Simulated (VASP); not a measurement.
A run of VASP 6.6.1:

The input POSCAR:

```
KLuS2
1.0
    1.9745000000      1.1399780000      7.2903330000
   -1.9745000000      1.1399780000      7.2903330000
    0.0000000000     -2.2799560000      7.2903330000
K Lu S
1 1 2
Direct
    0.0000000000      0.0000000000      0.0000000000
    0.5000000000      0.5000000000      0.5000000000
    0.2336900000      0.2336900000      0.2336900000
    0.7663100000      0.7663100000      0.7663100000
```

The input INCAR.step1:

```
SYSTEM = KLuS2
PREC = Accurate
ENCUT = 520
ISMEAR = 0
SIGMA = 0.01
LREAL = .FALSE.
LASPH = .TRUE.
NELM = 60
NBANDS = 31
GGA = PE
ALGO = Normal
EDIFF = 1E-4
LWAVE = .TRUE.
LCHARG = .FALSE.
```

INCAR.step2

```
SYSTEM = KLuS2
PREC = Accurate
ENCUT = 520
EDIFF = 1E-7
ISMEAR = 0
SIGMA = 0.01
LREAL = .FALSE.
LASPH = .TRUE.
NELM = 60
ALGO = Normal
ISIF = 2
LWAVE = .FALSE.
LCHARG = .FALSE.
METAGGA = R2SCAN
LMIXTAU = .TRUE.
NBANDS = 31
ISTART = 1
```

File KPOINTS:

```
regular mesh
0
G
  5 5 5
  0 0 0
```

Potentials or basis: VASP PAW PBE potentials, release 64 (K_sv, Lu, S).

Command:

```bash
$ cat potpaw_PBE.64/K_sv/POTCAR potpaw_PBE.64/Lu/POTCAR potpaw_PBE.64/S/POTCAR > POTCAR
$ cp INCAR.step1 INCAR
$ mpirun -np 1 vasp_std > vasp.out
$ cp INCAR.step2 INCAR
$ mpirun -np 1 vasp_std > vasp.out
```

Hardware: 1 thread of AMD EPYC 7R13 Processor (Zen 3) (shared host).

**Question.** Estimate the wall time of this run.

**Answer.** Wall time 20 min on 1 thread of AMD EPYC 7R13 Processor (Zen 3), with other jobs on the host, peak memory 0.57 GiB. Counts: k points 19.
